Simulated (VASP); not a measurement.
Here is a VASP 6.6.1 calculation.

Contents of INCAR:

```
SYSTEM = Y
ALGO     = Normal         ! electronic algorithm
EDIFF    = 1E-6           ! SCF threshold, eV
ENCUT    = 520            ! plane-wave cutoff, eV
GGA      = PE             ! functional
ISIF     = 2              ! what is computed and relaxed
ISMEAR   = -1             ! smearing method
LASPH    = .True.         ! aspherical terms in the spheres
LCHARG   = .True.         ! write CHGCAR
LELF     = .True.         ! ELF
LREAL    = .False.        ! projectors in reciprocal space
LVHAR    = .True.       
LWAVE    = .False.        ! write WAVECAR
NBANDS   = 12             ! bands
NELM     = 60             ! most SCF steps
PREC     = Accurate       ! precision mode
SIGMA    = 0.05           ! smearing width, eV
```

KPOINTS

```
k-points
0
Gamma
  14 14 13
  0 0 0
```

The input POSCAR:

```
Y
1.0
    2.9885389699      0.0000000000      0.0000000000
   -1.4942694849      2.5881506681      0.0000000000
    0.0000000000      0.0000000000      2.8299804482
Y
1
Direct
    0.0000000000      0.0000000000      0.0000000000
```

Potentials or basis: VASP PAW PBE potentials, release 64 (Y_sv).

Run with:

```sh
$ cat potpaw_PBE.64/Y_sv/POTCAR > POTCAR
$ mpirun -np 1 vasp_std > vasp.out
```

(1) Estimate the pressure.

## Answers

(1) 26.9 GPa.
